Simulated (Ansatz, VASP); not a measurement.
## TaN: VASP beside Ansatz

The input INCAR:

```
ALGO = Normal
EDIFF = 1E-6
ENCUT = 520
GGA = PE
ISIF = 2
ISMEAR = 0
LASPH = True
LCHARG = True
LELF = True
LREAL = False
LVHAR = True
LWAVE = False
NBANDS = 15
NELM = 60
PREC = Accurate
SIGMA = 0.05
```

File KPOINTS:

```
k-points
0
Gamma
  12 12 10
```

The input POSCAR:

```
TaN
1.0
    2.9380000000      0.0000000000      0.0000000000
   -1.4690000000      2.5443826363      0.0000000000
    0.0000000000      0.0000000000      2.8830000000
Ta N
1 1
Direct
    0.3333333333      0.6666666667      0.5000000000
    0.0587643674      0.0326381453     -0.0025144235
```

Input for Ansatz:

```yaml
crystal:
  lattice:
    - [2.938, 0.0, 0.0]
    - [-1.469, 2.5443826363, 0.0]
    - [0.0, 0.0, 2.883]
  atoms:
    - { symbol: Ta, position: [0.3333333333, 0.6666666667, 0.5] }
    - { symbol: "N", position: [0.0587643674, 0.0326381453, -0.0025144235] }
basis:
  ecutwfc: 500
  fft_grid_basis: typed
kpoints:
  mp_grid: { grid: [12, 12, 10] }
hamiltonian:
  xc: pbe
  pseudopotentials: { kind: paw }
scf:
  occupations: { method: gaussian, width: 0.05 }
output:
  forces: true
  stress: true
  eigenvalues: true
  bader: true
  write_density: true
  volumetric_format: npy
```

Alike in both runs: task single point; functional PBE; k mesh 12 × 12 × 10; occupations gaussian, width 0.05 eV; no spin polarisation.

|  | VASP | Ansatz |
| --- | --- | --- |
| version | VASP 6.6.1 | Ansatz 0.2.0 |
| potentials or method | VASP PAW PBE potentials, release 64 (Ta_pv, N), cutoff 520 eV | scalar-relativistic, plane waves, PAW |
| valence electrons in the cell | 16 | 18 |

VASP gave:

- gap on the k mesh at the Fermi level (eV): none
- pressure (GPa): 8.2
- traceless stress, the component that is largest in VASP (GPa): 2.45
- rms of the force components (eV/Å): 1.035

Question: Which values does Ansatz return?

Answer: gap on the k mesh at the Fermi level (eV): none; pressure (GPa): 7.5; traceless stress, the component that is largest in VASP (GPa): 2.32; rms of the force components (eV/Å): 1.028.

Atom by atom the forces differ by 0.007 eV/Å (rms over components). A gap of «none» marks a metal or a gap that the smearing closes. VASP's potentials hold 16 valence electrons a cell and Ansatz's 18, so a difference there can come from the potentials and not from the codes.

Spin-orbit coupling is off throughout.
